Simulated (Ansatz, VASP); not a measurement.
**Mo in VASP and in Ansatz**

Contents of INCAR:

```
SYSTEM = Mo
PREC = Accurate ; ENCUT = 520
EDIFF = 1E-7 ; ISMEAR = 0
SIGMA = 0.15 ; LREAL = .False.
LASPH = .True. ; NELM = 100
ALGO = Fast ; ISIF = 2
LWAVE = .False. ; LCHARG = .False.
GGA = PE ; NBANDS = 13
```

The input KPOINTS:

```
Automatic mesh
0
Gamma
  22 22 22
  0 0 0
```

POSCAR

```
Mo
1.0
    0.0000000000      1.7602646364      2.6403969547
    1.7602646364      0.0000000000      2.6403969547
    1.7602646364      1.7602646364      0.0000000000
Mo
1
Direct
    0.0000000000      0.0000000000      0.0000000000
```

Input for Ansatz:

```yaml
crystal:
  lattice:
    - [0.0, 1.7602646364, 2.6403969547]
    - [1.7602646364, 0.0, 2.6403969547]
    - [1.7602646364, 1.7602646364, 0.0]
  atoms:
    - { symbol: Mo, position: [0.0, 0.0, 0.0] }
basis:
  ecutwfc: 420
kpoints:
  mp_grid: { grid: [22, 22, 22] }
hamiltonian:
  xc: pbe
scf:
  occupations: { method: gaussian, width: 0.15 }
output:
  forces: true
  stress: true
  eigenvalues: true
```

Alike in both runs: task single point; functional PBE; k mesh 22 × 22 × 22; occupations gaussian, width 0.15 eV; no spin polarisation.

|  | VASP | Ansatz |
| --- | --- | --- |
| version | VASP 6.6.1 | Ansatz 0.2.0 |
| potentials or method | VASP PAW PBE potentials, release 64 (Mo_sv), cutoff 520 eV | scalar-relativistic, plane waves, PAW |
| valence electrons in the cell | 14 | 14 |

|  | VASP | Ansatz | Ansatz less VASP |
| --- | --- | --- | --- |
| gap on the k mesh at the Fermi level (eV) | none | none | - |
| pressure (GPa) | 7.2 | 6.5 | -0.64 |
| traceless stress, the component that is largest in VASP (GPa) | -34.02 | -33.66 | +0.358 |

A gap of «none» marks a metal or a gap that the smearing closes.
